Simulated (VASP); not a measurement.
# ScTa2N3 (P-3m1) in VASP: further runs

Runs on ScTa2N3. Level: PBE. Tasks: single point, relaxation of cell and atoms.

Everything below comes from runs of VASP 6.6.1. Logs are shortened: lines on timing, memory, paths and dates and some standing lists are left out, and cuts for length are marked.

### Step 1. The cell of the first run

Symmetry: P-3m1, No. 164, trigonal system. The conventional cell has a = 3.137 Å, b = 3.137 Å, c = 7.686 Å, α = 90.00°, β = 90.00°, γ = 120.00°. Sc (site symmetry -3m) has 6 N at 2.25 Å within 3.0 Å. Within 2.9 Å of Ta (site symmetry 3m) lie 6 N at 2.20 Å. N (site symmetry 3m) has 3 Ta at 2.20 Å and 3 Sc at 2.25 Å within 2.9 Å. N (site symmetry -3m) has 6 Ta at 2.20 Å within 2.9 Å.

### Step 2. Single point, PBE

File INCAR:

```
PREC     = Accurate       # precision mode
ENCUT    = 520            # plane-wave cutoff, eV
EDIFF    = 1E-6           # SCF threshold, eV
ISMEAR   = 0              # smearing method
SIGMA    = 0.1            # smearing width, eV
LREAL    = F              # projectors in reciprocal space
LASPH    = T              # aspherical terms in the spheres
NELM     = 60             # most SCF steps
ALGO     = Normal         # electronic algorithm
ISIF     = 2              # what is computed and relaxed
LWAVE    = F              # write WAVECAR
LCHARG   = F              # write CHGCAR
GGA      = PE             # functional
NBANDS   = 33             # bands
```

File KPOINTS:

```
Automatic mesh
0
Gamma
  6 6 4
```

File POSCAR:

```
ScTa2N3
1.0
    3.1372266977      0.0000000000      0.0000000000
   -1.5686133488      2.7169180176      0.0000000000
    0.0000000000      0.0000000000      7.6864989956
Sc Ta N
1 2 3
Direct
    0.0000000000      0.0000000000      0.0000000000
    0.6666666667      0.3333333333      0.6626138672
    0.3333333333      0.6666666667      0.3373861328
    0.6666666667      0.3333333333      0.1742511925
    0.3333333333      0.6666666667      0.8257488075
    0.0000000000      0.0000000000      0.5000000000
```

Potentials or basis: VASP PAW PBE potentials, release 64 (Sc_sv, Ta_pv, N).

Launch:

```bash
$ cat potpaw_PBE.64/Sc_sv/POTCAR potpaw_PBE.64/Ta_pv/POTCAR potpaw_PBE.64/N/POTCAR > POTCAR
$ mpirun -np 1 vasp_std > vasp.out
```

OUTCAR:

```text
PREC = Accurate
   ENCUT = 520
   EDIFF = 1E-6
   ISMEAR = 0
   LREAL = F
   LASPH = T
   NELM = 60
   ISIF = 2
   GGA = PE

 ion  position               nearest neighbor table
   1  0.000  0.000  0.000-   4 2.25   5 2.25   5 2.25   4 2.25   4 2.25   5 2.25   2 3.16   3 3.16
                             3 3.16   2 3.16   3 3.16   2 3.16
   2  0.667  0.333  0.663-   6 2.20   6 2.20   6 2.20   5 2.20   5 2.20   5 2.20   3 3.09   3 3.09
                             3 3.09   1 3.16   1 3.16   1 3.16
   3  0.333  0.667  0.337-   6 2.20   6 2.20   6 2.20   4 2.20   4 2.20   4 2.20   2 3.09   2 3.09
                             2 3.09   1 3.16   1 3.16   1 3.16
   4  0.667  0.333  0.174-   3 2.20   3 2.20   3 2.20   1 2.25   1 2.25   1 2.25
   5  0.333  0.667  0.826-   2 2.20   2 2.20   2 2.20   1 2.25   1 2.25   1 2.25
   6  0.000  0.000  0.500-   2 2.20   3 2.20   3 2.20   2 2.20   2 2.20   3 2.20

  LATTYP: Found a hexagonal cell.
 ALAT       =     3.1372266977
 C/A-ratio  =     2.4500935815

  Lattice vectors:

 A1 = (   3.1372266977,   0.0000000000,   0.0000000000)
 A2 = (  -1.5686133488,   2.7169180176,   0.0000000000)
 A3 = (   0.0000000000,   0.0000000000,   7.6864989956)

Analysis of symmetry for initial positions (statically):
=====================================================================
 Subroutine PRICEL returns:
 Original cell was already a primitive cell.

 Routine SETGRP: Setting up the symmetry group for a
 hexagonal supercell.

 Subroutine GETGRP returns: Found 12 space group operations
 (whereof 12 operations were pure point group operations)
 out of a pool of 24 trial point group operations.

The static configuration has the point symmetry D_3d.

Analysis of symmetry for dynamics (positions and initial velocities):
=====================================================================
 Subroutine PRICEL returns:
 Original cell was already a primitive cell.

 Routine SETGRP: Setting up the symmetry group for a
 hexagonal supercell.

 Subroutine GETGRP returns: Found 12 space group operations
 (whereof 12 operations were pure point group operations)
 out of a pool of 24 trial point group operations.

The dynamic configuration has the point symmetry D_3d.

 Subroutine INISYM returns: Found 12 space group operations
 (whereof 12 operations are pure point group operations),
 and found     1 'primitive' translations

----------------------------------------------------------------------------------------

                                     Primitive cell

  volume of cell :      65.5165

  direct lattice vectors                    reciprocal lattice vectors
     3.137226698  0.000000000  0.000000000     0.318752866  0.184032053  0.000000000
    -1.568613349  2.716918018  0.000000000     0.000000000  0.368064106  0.000000000
     0.000000000  0.000000000  7.686498996     0.000000000  0.000000000  0.130098241

  length of vectors
     3.137226698  3.137226698  7.686498996     0.368064106  0.368064106  0.130098241

  position of ions in fractional coordinates (direct lattice)
     0.000000000  0.000000000  0.000000000
     0.666666667  0.333333333  0.662613867
     0.333333333  0.666666667  0.337386133
     0.666666667  0.333333333  0.174251193
     0.333333333  0.666666667  0.825748807
     0.000000000  0.000000000  0.500000000

  ion indices of the primitive-cell ions
   primitive index   ion index
                 1           1
                 2           2
                 3           3
                 4           4
                 5           5
                 6           6

----------------------------------------------------------------------------------------

 KPOINTS: Automatic mesh

Automatic generation of k-mesh.
 Grid dimensions read from file:
 generate k-points for:    6    6    4

 Generating k-lattice:

  Cartesian coordinates                     Fractional coordinates (reciprocal lattice)
     0.053125478  0.030672009  0.000000000     0.166666667  0.000000000  0.000000000
     0.000000000  0.061344018  0.000000000     0.000000000  0.166666667  0.000000000
     0.000000000  0.000000000  0.032524560     0.000000000  0.000000000  0.250000000

  Length of vectors
     0.061344018  0.061344018  0.032524560

  Shift w.r.t. Gamma in fractional coordinates (k-lattice)
     0.000000000  0.000000000  0.000000000

 Subroutine IBZKPT returns following result:
 ===========================================

 Found     24 irreducible k-points:

 Following reciprocal coordinates:
            Coordinates               Weight
  0.000000  0.000000  0.000000      1.000000
  0.166667 -0.000000  0.000000      6.000000
  0.333333 -0.000000  0.000000      6.000000
  0.500000 -0.000000  0.000000      3.000000
  0.166667  0.166667  0.000000      6.000000
  0.333333  0.166667  0.000000     12.000000
[... 16 lines left out ...]
  0.333333  0.166667  0.500000     12.000000
  0.333333  0.333333  0.500000      2.000000
   k-points           NKPTS =     24   k-points in BZ     NKDIM =     24   number of bands    NBANDS=     33
   number of dos      NEDOS =    301   number of ions     NIONS =      6
   total plane-waves  NPLWV =  34560
   dimension x,y,z NGX =    24 NGY =   24 NGZ =   60
   dimension x,y,z NGXF=    48 NGYF=   48 NGZF=  120
   ions per type =               1   2   3
   NGX,Y,Z   is equivalent  to a cutoff of  12.72, 12.72, 12.98 a.u.
   NGXF,Y,Z  is equivalent  to a cutoff of  25.44, 25.44, 25.95 a.u.
 SYSTEM =  unknown system
   PREC   = accura    normal or accurate (medium, high low for compatibility)
   ISTART =      0    job   : 0-new  1-cont  2-samecut
   ICHARG =      2    charge: 1-file 2-atom 10-const
   ISPIN  =      1    spin polarized calculation?
   LNONCOLLINEAR =      F non collinear calculations
   LSORBIT =      F    spin-orbit coupling
   LASPH  =      T    aspherical Exc in radial PAW
   ENCUT  =  520.0 eV  38.22 Ry    6.18 a.u.   5.83  5.83 14.29*2*pi/ulx,y,z
   NELM   =     60;   NELMIN=  2; NELMDL= -5     # of ELM steps
   EDIFF  = 0.1E-05   stopping-criterion for ELM
   LREAL  =      F    real-space projection
   EDIFFG = 0.1E-04   stopping-criterion for IOM
   NSW    =      0    number of steps for IOM
   IBRION =     -1    ionic relax: 0-MD 1-quasi-New 2-CG
   NFREE  =      0    steps in history (QN), initial steepest desc. (CG)
   ISIF   =      2    stress and relaxation
   ISYM   =      2    0-nonsym 1-usesym 2-fastsym
   POTIM  = 0.5000    time-step for ionic-motion
   TEBEG  =    0.0;   TEEND  =   0.0 temperature during run
   PSTRESS=    0.0 pullay stress
   NELECT =      48.0000    total number of electrons
   NUPDOWN=      -1.0000    fix difference up-down
   EMIN   =  10.00;   EMAX   =-10.00  energy-range for DOS
   EFERMI =   0.00;   METHOD = LEGACY
   ISMEAR =     0;   SIGMA  =   0.10  broadening in eV -4-tet -1-fermi 0-gaus
   EFERMI_NEDOS =   21; number of points for ismear=-14 and -15
   IALGO  =     38    algorithm
   IMIX   =      4    mixing-type and parameters
     AMIX     =   0.40;   BMIX     =  1.00
     AMIX_MAG =   1.60;   BMIX_MAG =  1.00
  volume/ion in A,a.u.               =      10.92        73.69
  Fermi-wavevector in a.u.,A,eV,Ry     =   1.475836  2.788927 29.634758  2.178093
  Thomas-Fermi vector in A             =   2.590437
   LORBIT       =      0    0 simple, 1 ext, 2 COOP (PROOUT), +10 PAW based schemes
   GGA     = PE    functional components
   LHFCALC =     F    Hartree Fock is set to
   AEXX    =    0.0000 exact exchange contribution
   IVDW    =     0    specifies the selected vdW correction
   LEPSILON=     F    determine dielectric tensor
   LRPA    =     F    only Hartree local field effects (RPA)
 non-spin polarized calculation
 Gauss-broadening in eV      SIGMA  =   0.10
  energy-cutoff  :      520.00
  volume of cell :       65.52
 maximum number of plane-waves:      1811
 NGX is ok and might be reduce to    24
   NGX = 11   NGY = 11   NGZ = 29

 number of electron      47.9999996 magnetization

 Free energy of the ion-electron system (eV)
  ---------------------------------------------------
  ext. energy  EPLUGINS =         0.00000000
  ---------------------------------------------------
  free energy    TOTEN  =       -62.60661670 eV

  energy without entropy =      -62.59947552  energy(sigma->0) =      -62.60304611

 E-fermi :   8.7233     XC(G=0): -12.9068

 val. band max:        8.6402600056   @ k =   0.0000   0.0000   0.5000
 cond. band min:       8.7623819533   @ k =   0.3333   0.3333   0.0000
 fundamental gap:      0.1221219476
 Fermi energy:         8.7233193871

 k-point     1 :       0.0000    0.0000    0.0000
  band No.  band energies     occupation
      1     -41.0622      2.00000
      2     -27.6111      2.00000
      3     -27.1709      2.00000
      4     -27.1164      2.00000
      5     -27.1164      2.00000
      6     -27.0687      2.00000
[... 25 lines left out ...]
     32      10.7507      0.00000
     33      10.7970      0.00000

 k-point     2 :       0.1667   -0.0000    0.0000
  band No.  band energies     occupation
      1     -41.0435      2.00000
      2     -27.5691      2.00000
      3     -27.2998      2.00000
      4     -27.2075      2.00000
      5     -27.1603      2.00000
      6     -27.1328      2.00000
[... 25 lines left out ...]
     32      11.3807      0.00000
     33      11.4370      0.00000

 k-point     3 :       0.3333   -0.0000    0.0000
  band No.  band energies     occupation
      1     -41.0058      2.00000
      2     -27.6220      2.00000
      3     -27.5474      2.00000
      4     -27.3547      2.00000
      5     -27.2404      2.00000
      6     -27.1438      2.00000
[... 25 lines left out ...]
     32      12.2513      0.00000
     33      12.7285      0.00000

 k-point     4 :       0.5000   -0.0000    0.0000
  band No.  band energies     occupation
      1     -40.9868      2.00000
      2     -27.7566      2.00000
      3     -27.6575      2.00000
      4     -27.3049      2.00000
      5     -27.2786      2.00000
      6     -27.1673      2.00000
[... 25 lines left out ...]
     32      12.4818      0.00000
     33      13.2275      0.00000

 k-point     5 :       0.1667    0.1667    0.0000
  band No.  band energies     occupation
      1     -41.0152      2.00000
      2     -27.5516      2.00000
      3     -27.4676      2.00000
      4     -27.3629      2.00000
      5     -27.2198      2.00000
      6     -27.1789      2.00000
[... 604 lines left out ...]
 k-point    22 :       0.1667    0.1667    0.5000
  band No.  band energies     occupation
      1     -41.0152      2.00000
      2     -27.5516      2.00000
      3     -27.4659      2.00000
      4     -27.3658      2.00000
      5     -27.2197      2.00000
      6     -27.1793      2.00000
[... 25 lines left out ...]
     32      12.0191      0.00000
     33      12.4932      0.00000

 k-point    23 :       0.3333    0.1667    0.5000
  band No.  band energies     occupation
      1     -40.9868      2.00000
      2     -27.6776      2.00000
      3     -27.5976      2.00000
      4     -27.3713      2.00000
      5     -27.3049      2.00000
      6     -27.2370      2.00000
[... 25 lines left out ...]
     32      12.4388      0.00000
     33      12.7901      0.00000

 k-point    24 :       0.3333    0.3333    0.5000
  band No.  band energies     occupation
      1     -40.9773      2.00000
      2     -27.5846      2.00000
      3     -27.5471      2.00000
      4     -27.5471      2.00000
      5     -27.4111      2.00000
      6     -27.2018      2.00000
[... 25 lines left out ...]
     32      13.2828      0.00000
     33      13.2906      0.00000

------------------------ aborting loop because EDIFF is reached ----------------------------------------

  FORCE on cell =-STRESS in cart. coord.  units (eV):
  Direction    XX          YY          ZZ          XY          YZ          ZX
  --------------------------------------------------------------------------------------
  -------------------------------------------------------------------------------------
  Total        0.2626941      0.2626941      0.3094776      0.0000000      0.0000000      0.0000000
  in kB        6.4240639      6.4240639      7.5681341      0.0000000      0.0000000      0.0000000
  external PRESSURE =       6.8054206 kB  Pullay stress =       0.0000000 kB

 VOLUME and BASIS-vectors are now :
 -----------------------------------------------------------------------------
  energy-cutoff  :      520.00
  volume of cell :       65.52
      direct lattice vectors                 reciprocal lattice vectors
     3.137226698  0.000000000  0.000000000     0.318752866  0.184032053  0.000000000
    -1.568613349  2.716918018  0.000000000     0.000000000  0.368064106  0.000000000
     0.000000000  0.000000000  7.686498996     0.000000000  0.000000000  0.130098241

 POSITION                                       TOTAL-FORCE (eV/Angst)
 -----------------------------------------------------------------------------------
      0.00000      0.00000      0.00000        -0.000000      0.000000      0.000000
      1.56861      0.90564      5.09318         0.000000      0.000000      0.016327
     -0.00000      1.81128      2.59332        -0.000000      0.000000     -0.016327
      1.56861      0.90564      1.33938        -0.000000      0.000000      0.030378
     -0.00000      1.81128      6.34712         0.000000     -0.000000     -0.030378
      0.00000      0.00000      3.84325         0.000000      0.000000      0.000000
 -----------------------------------------------------------------------------------
    total drift:                                0.000000     -0.000000      0.000000

  FREE ENERGIE OF THE ION-ELECTRON SYSTEM (eV)
  ---------------------------------------------------
  free  energy   TOTEN  =       -62.6066166998 eV

  energy  without entropy=      -62.5994755212  energy(sigma->0) =      -62.60304611
```

Run time: 45 s. Hardware: 1 thread of Intel Xeon Platinum 8259CL at 2.50GHz (Skylake/Cascade Lake), shared host; peak memory 0.2 GiB.

Results:

```yaml
Free_energy: -62.6066 eV
Pressure: 0.7 GPa
Largest_force: 0.030 eV/Å
Band_gap_on_the_k_mesh: zero (band 24 reaches 9.09 eV, above the bottom of band 25 at 7.57 eV)
```

Forces on the atoms (eV/Å):
```
Sc   0.000  0.000  0.000
Ta   0.000  0.000  0.016
Ta   0.000  0.000 -0.016
N    0.000  0.000  0.030
N    0.000  0.000 -0.030
N    0.000  0.000  0.000
```

Stress tensor (GPa, compression positive):
```
0.64 0.00 0.00
0.00 0.64 0.00
0.00 0.00 0.76
```

Levels at points of the mesh, in eV from the Fermi level:
```csv
k point,band 20,band 21,band 22,band 23,band 24,band 25,band 26,band 27,band 28,band 29
"(0.00, 0.00, 0.00)",-3.13,-3.08,-3.08,-1.41,-1.41,-1.15,0.78,0.90,0.90,0.95
"(0.50, 0.00, 0.00)",-5.32,-4.08,-3.93,-3.90,0.06,0.76,2.14,2.16,2.50,2.90
"(0.00, 0.00, 0.50)",-4.61,-4.01,-4.01,-1.15,-1.15,-0.78,-0.08,0.23,0.23,2.57
"(0.50, 0.00, 0.50)",-5.10,-4.66,-4.53,-2.65,-1.73,2.08,2.14,2.53,2.98,3.10
```

Caveat: the k points lie up to 0.39 Å⁻¹ apart; spin-orbit coupling is left out, which moves the levels of the heavy elements.

### Step 3. Single point, PBE

This run uses another cell than the first one, of 14.95 Å³/atom, 1.369 times its volume.

File INCAR:

```
ALGO     = Normal         # electronic algorithm
EDIFF    = 1E-7           # SCF threshold, eV
ENCUT    = 520            # plane-wave cutoff, eV
GGA      = PE             # functional
ISIF     = 2              # what is computed and relaxed
ISMEAR   = 0              # smearing method
LASPH    = T              # aspherical terms in the spheres
LCHARG   = F              # write CHGCAR
LREAL    = F              # projectors in reciprocal space
LWAVE    = F              # write WAVECAR
NBANDS   = 33             # bands
NELM     = 100            # most SCF steps
PREC     = Accurate       # precision mode
SIGMA    = 0.1            # smearing width, eV
```

File KPOINTS:

```
k-points
0
Gamma
  6 6 4
```

File POSCAR:

```
ScTa2N3
1.0
    4.0230782600      0.0000000000      0.0000000000
   -2.0115391300      3.4840879700      0.0000000000
    0.0000000000      0.0000000000      6.3996789400
Sc Ta N
1 2 3
Direct
    0.0000000000      0.0000000000      0.0000000000
    0.6666666700      0.3333333300      0.7472822100
    0.3333333300      0.6666666700      0.2527177900
    0.6666666700      0.3333333300      0.3520774200
    0.3333333300      0.6666666700      0.6479225800
    0.0000000000      0.0000000000      0.5000000000
```

Potentials or basis: VASP PAW PBE potentials, release 64 (Sc_sv, Ta_pv, N).

Launch:

```bash
$ cat potpaw_PBE.64/Sc_sv/POTCAR potpaw_PBE.64/Ta_pv/POTCAR potpaw_PBE.64/N/POTCAR > POTCAR
$ mpirun -np 1 vasp_std > vasp.out
```

Run time: 94 s. Hardware: 1 thread of Intel Xeon Platinum 8259CL at 2.50GHz (Skylake/Cascade Lake), shared host; peak memory 0.23 GiB.

It converged, with:

```
Free energy            : -46.5288 eV
Pressure               : -22.9 GPa
Largest force          : 6.739 eV/Å
Band gap on the k mesh : zero (band 24 reaches 4.75 eV, above the bottom of band 25 at 3.72 eV)
```

Forces on the atoms (eV/Å):
```
Sc   0.000  0.000  0.000
Ta   0.000  0.000 -6.739
Ta   0.000  0.000  6.739
N    0.000  0.000 -2.219
N    0.000  0.000  2.219
N    0.000  0.000  0.000
```

Stress tensor (GPa, compression positive):
```
-21.02   0.00   0.00
  0.00 -21.02   0.00
  0.00   0.00 -26.53
```

Levels at points of the mesh, in eV from the Fermi level:
```tsv
k point	band 20	band 21	band 22	band 23	band 24	band 25	band 26	band 27	band 28	band 29
(0.00, 0.00, 0.00)	-2.67	-1.18	-0.92	-0.92	-0.66	-0.66	1.08	1.08	1.19	1.82
(0.50, 0.00, 0.00)	-1.36	-1.17	-0.72	-0.48	-0.46	-0.10	0.69	0.78	1.35	1.63
(0.00, 0.00, 0.50)	-2.20	-1.20	-1.20	0.02	0.08	0.08	1.06	1.06	1.70	1.70
(0.50, 0.00, 0.50)	-1.56	-1.01	-0.61	0.18	0.20	0.45	0.63	0.90	1.16	1.94
```

Caveat: spin-orbit coupling is left out, which moves the levels of the heavy elements; forces of over 1 eV/Å act on the atoms, so gaps and moduli don't describe the material at rest.

[end of part 1 of 2]
